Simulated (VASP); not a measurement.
# Fe (Fm-3m) in VASP: single point with PBE

Aim: the single point of Fe with PBE.

Everything below comes from runs of VASP 6.6.1. Logs are shortened: lines on timing, memory, paths and dates and some standing lists are left out, and cuts for length are marked.

### 1 The cell of the first run

It takes space group Fm-3m (No. 225, cubic). Conventional cell: a = 3.568 Å, b = 3.568 Å, c = 3.568 Å, α = 90.00°, β = 90.00°, γ = 90.00°. Within 3.3 Å of Fe (site symmetry m-3m) lie 12 Fe at 2.52 Å.

### 2 Single point, PBE, collinear spin, ferromagnetic start (Ti replaced by Fe, lengths x 0.895, strained)

The input, INCAR:

```
  PREC = Accurate
  ENCUT = 600
  EDIFF = 1E-6
  ISMEAR = 0
  SIGMA = 0.1
  LREAL = False
  LASPH = True
  NELM = 200
  ALGO = Normal
  ISIF = 2
  LWAVE = False
  LCHARG = False
  ISPIN = 2
  MAGMOM = 4
  LORBIT = 11
  LMAXMIX = 4
  GGA = PE
  NBANDS = 14
  GGA_COMPAT = False
```

The input, KPOINTS:

```
regular mesh
0
Gamma
  8 8 8
```

The input, POSCAR:

```
Fe
1.0
    0.0000000000      1.7842193740      1.7842193740
    1.7842193740      0.0000000000      1.7842193740
    1.7842193740      1.7842193740      0.0000000000
Fe
1
Direct
    0.0000000000      0.0000000000      0.0000000000
```

Potentials or basis: VASP PAW PBE potentials, release 64 (Fe).

Command:

```bash
> cat potpaw_PBE.64/Fe/POTCAR > POTCAR
> mpirun -np 1 vasp_std > vasp.out
```

OUTCAR:

```text
PREC = Accurate
   ENCUT = 600
   EDIFF = 1E-6
   ISMEAR = 0
   LREAL = False
   LASPH = True
   NELM = 200
   ISIF = 2
   ISPIN = 2
   LORBIT = 11
   GGA = PE

 ion  position               nearest neighbor table
   1  0.000  0.000  0.000-

  LATTYP: Found a face centered cubic cell.
 ALAT       =     3.5684387480

  Lattice vectors:

 A1 = (   0.0000000000,   1.7842193740,   1.7842193740)
 A2 = (   1.7842193740,   0.0000000000,   1.7842193740)
 A3 = (   1.7842193740,   1.7842193740,   0.0000000000)

Analysis of symmetry for initial positions (statically):
=====================================================================
 Subroutine PRICEL returns:
 Original cell was already a primitive cell.

 Routine SETGRP: Setting up the symmetry group for a
 face centered cubic supercell.

 Subroutine GETGRP returns: Found 48 space group operations
 (whereof 48 operations were pure point group operations)
 out of a pool of 48 trial point group operations.

The static configuration has the point symmetry O_h .

Analysis of symmetry for dynamics (positions and initial velocities):
=====================================================================
 Subroutine PRICEL returns:
 Original cell was already a primitive cell.

 Routine SETGRP: Setting up the symmetry group for a
 face centered cubic supercell.

 Subroutine GETGRP returns: Found 48 space group operations
 (whereof 48 operations were pure point group operations)
 out of a pool of 48 trial point group operations.

The dynamic configuration has the point symmetry O_h .

Analysis of structural, dynamic, and magnetic symmetry:
=====================================================================
 Subroutine PRICEL returns:
 Original cell was already a primitive cell.

 Routine SETGRP: Setting up the symmetry group for a
 face centered cubic supercell.

 Subroutine GETGRP returns: Found 48 space group operations
 (whereof 48 operations were pure point group operations)
 out of a pool of 48 trial point group operations.

The overall configuration has the point symmetry O_h .

 Subroutine INISYM returns: Found 48 space group operations
 (whereof 48 operations are pure point group operations),
 and found     1 'primitive' translations

----------------------------------------------------------------------------------------

                                     Primitive cell

  volume of cell :      11.3599

  direct lattice vectors                    reciprocal lattice vectors
[... 123 lines left out ...]
 number of electron       7.9999996 magnetization       2.6183754

 Free energy of the ion-electron system (eV)
  ---------------------------------------------------
  ext. energy  EPLUGINS =         0.00000000
  ---------------------------------------------------
  free energy    TOTEN  =        -8.05835249 eV

  energy without entropy =       -8.04975034  energy(sigma->0) =       -8.05405141

 E-fermi :   5.9222     XC(G=0): -13.0989

 val. band max:        5.9001784275   @ k =   0.5000   0.0000   0.0000
 cond. band min:       5.9439034090   @ k =  -0.2500   0.1250   0.0000
 fundamental gap:      0.0437249815
 Fermi energy:         5.9222204464

 spin component 1

 k-point     1 :       0.0000    0.0000    0.0000
  band No.  band energies     occupation
      1      -2.6724      1.00000
      2       3.5081      1.00000
      3       3.5081      1.00000
      4       3.5081      1.00000
      5       4.5862      1.00000
      6       4.5862      1.00000
      7      28.2694      0.00000
      8      32.7007      0.00000
      9      32.7007      0.00000
     10      32.7007      0.00000
     11      35.7113      0.00000
     12      35.7113      0.00000
     13      35.7113      0.00000
     14      38.1535      0.00000
[... 379 lines left out ...]
      3       3.4613      1.00000
      4       4.0351      1.00000
      5       5.5288      1.00000
      6       9.6847      0.00000
      7      12.7959      0.00000
      8      21.8021      0.00000
      9      23.0583      0.00000
     10      31.0105      0.00000
     11      34.9990      0.00000
     12      41.6567      0.00000
     13      44.5754      0.00000
     14      45.4669      0.00000

 [... further k-points ...]

 spin component 2

 k-point     1 :       0.0000    0.0000    0.0000
  band No.  band energies     occupation
      1      -2.3619      1.00000
      2       5.8806      0.72198
      3       5.8807      0.72168
      4       5.8807      0.72167
      5       7.5998      0.00000
      6       7.5999      0.00000
      7      27.9574      0.00000
      8      33.1478      0.00000
      9      33.1478      0.00000
     10      33.1478      0.00000
     11      36.5288      0.00000
     12      36.5288      0.00000
     13      36.5288      0.00000
     14      37.5962      0.00000
[... 379 lines left out ...]
      3       5.3591      1.00000
      4       6.7372      0.00000
      5       8.3167      0.00000
      6      11.2227      0.00000
      7      14.2987      0.00000
      8      22.5383      0.00000
      9      23.9366      0.00000
     10      31.3852      0.00000
     11      35.5986      0.00000
     12      42.0368      0.00000
     13      45.2506      0.00000
     14      46.3676      0.00000

 [... further k-points ...]

------------------------ aborting loop because EDIFF is reached ----------------------------------------

  FORCE on cell =-STRESS in cart. coord.  units (eV):
  Direction    XX          YY          ZZ          XY          YZ          ZX
  --------------------------------------------------------------------------------------
  -------------------------------------------------------------------------------------
  Total        0.9553199      0.9553199      0.9553199     -0.0000000     -0.0000000     -0.0000000
  in kB      134.7363125    134.7363125    134.7363125     -0.0000000     -0.0000000     -0.0000000
  external PRESSURE =     134.7363125 kB  Pullay stress =       0.0000000 kB

 VOLUME and BASIS-vectors are now :
 -----------------------------------------------------------------------------
  energy-cutoff  :      600.00
  volume of cell :       11.36
      direct lattice vectors                 reciprocal lattice vectors
     0.000000000  1.784219374  1.784219374    -0.280234599  0.280234599  0.280234599
     1.784219374  0.000000000  1.784219374     0.280234599 -0.280234599  0.280234599
     1.784219374  1.784219374  0.000000000     0.280234599  0.280234599 -0.280234599

 POSITION                                       TOTAL-FORCE (eV/Angst)
 -----------------------------------------------------------------------------------
      0.00000      0.00000      0.00000         0.000000      0.000000      0.000000
 -----------------------------------------------------------------------------------
    total drift:                                0.000000      0.000000      0.000000

  FREE ENERGIE OF THE ION-ELECTRON SYSTEM (eV)
  ---------------------------------------------------
  free  energy   TOTEN  =        -8.0583524862 eV

  energy  without entropy=       -8.0497503412  energy(sigma->0) =       -8.05405141

 total charge

# of ion       s       p       d       tot
------------------------------------------
    1        0.500   0.550   6.220   7.270

 magnetization (x)

# of ion       s       p       d       tot
------------------------------------------
    1       -0.014  -0.040   2.654   2.600
```

OSZICAR:

```text
N       E                     dE             d eps       ncg     rms          rms(c)
DAV:   1     0.254599069725E+02    0.25460E+02   -0.44959E+03  1808   0.866E+02
DAV:   2    -0.754320536939E+01   -0.33003E+02   -0.30413E+02  1774   0.139E+02
DAV:   3    -0.856230479928E+01   -0.10191E+01   -0.10101E+01  1936   0.252E+01
DAV:   4    -0.856566094608E+01   -0.33561E-02   -0.33554E-02  1906   0.129E+00
DAV:   5    -0.856567766209E+01   -0.16716E-04   -0.16715E-04  1978   0.920E-02    0.123E+01
DAV:   6    -0.812208551874E+01    0.44359E+00   -0.88531E+00  2068   0.338E+01    0.441E+00
DAV:   7    -0.806679574026E+01    0.55290E-01   -0.38480E-01  1936   0.700E+00    0.294E+00
DAV:   8    -0.805881318217E+01    0.79826E-02   -0.60530E-03  2032   0.570E-01    0.145E+00
DAV:   9    -0.805605815606E+01    0.27550E-02   -0.68838E-03  2096   0.474E-01    0.678E-01
DAV:  10    -0.805766866958E+01   -0.16105E-02   -0.54259E-03  2028   0.579E-01    0.352E-01
DAV:  11    -0.805843426929E+01   -0.76560E-03   -0.14950E-03  2014   0.258E-01    0.151E-01
DAV:  12    -0.805836199346E+01    0.72276E-04   -0.98990E-05  1870   0.111E-01    0.155E-01
DAV:  13    -0.805831184761E+01    0.50146E-04   -0.49203E-04  1984   0.152E-01    0.839E-02
DAV:  14    -0.805835093787E+01   -0.39090E-04   -0.10949E-04  2020   0.799E-02    0.144E-02
DAV:  15    -0.805835245717E+01   -0.15193E-05   -0.30334E-06  1462   0.141E-02    0.560E-03
DAV:  16    -0.805835248621E+01   -0.29035E-07   -0.28374E-08  1004   0.153E-03
   1 F= -.80583525E+01 E0= -.80540514E+01  d E =-.860214E-02  mag=     2.6192
```

Wall time 23 s (1 thread of Intel Xeon 8259CL, shared host); peak memory 0.14 GiB.

Results:

```yaml
Free_energy: -8.0584 eV
Pressure: 13.5 GPa
Net_moment: 2.62 μB per cell
Site_moments: Fe +2.60 μB
Valence_electrons_inside_the_program's_atomic_spheres: Fe 7.27
```

Caveat: the k points lie up to 0.38 Å⁻¹ apart; the cell differs from its parent crystal (Ti replaced by Fe, lengths x 0.895, strained).
